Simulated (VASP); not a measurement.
Input of a VASP 6.6.1 run:

File INCAR:

```
SYSTEM = AlAs
  ALGO = Normal
  EDIFF = 1E-6
  ENCUT = 500
  GGA = PE
  GGA_COMPAT = .FALSE.
  ISIF = 2
  ISMEAR = 0
  LASPH = .TRUE.
  LCHARG = .TRUE.
  LELF = .TRUE.
  LREAL = .FALSE.
  LVHAR = .TRUE.
  LWAVE = .FALSE.
  NBANDS = 11
  NELM = 120
  PREC = Accurate
  SIGMA = 0.01
```

File KPOINTS:

```
k-points
0
G
  8 8 8
  0 0 0
```

Contents of POSCAR:

```
AlAs
1.0
    0.0000000000      2.5819686037      2.5819686037
    2.5819686037      0.0000000000      2.5819686037
    2.5819686037      2.5819686037      0.0000000000
Al As
1 1
Direct
    0.0000000000      0.0000000000      0.0000000000
    0.7500000000      0.7500000000      0.7500000000
```

Potentials or basis: VASP PAW PBE potentials, release 64 (Al, As).

The run is started by

```sh
$ cat potpaw_PBE.64/Al/POTCAR potpaw_PBE.64/As/POTCAR > POTCAR
$ mpirun -np 1 vasp_std > vasp.out
```

(1) What does it give for the pressure?

(2) Predict the band gap on the k mesh.

Results:

(1) 40.7 GPa.

(2) 0.81 eV (least direct gap 3.67 eV).

Caveat: the cell stands under pressure.
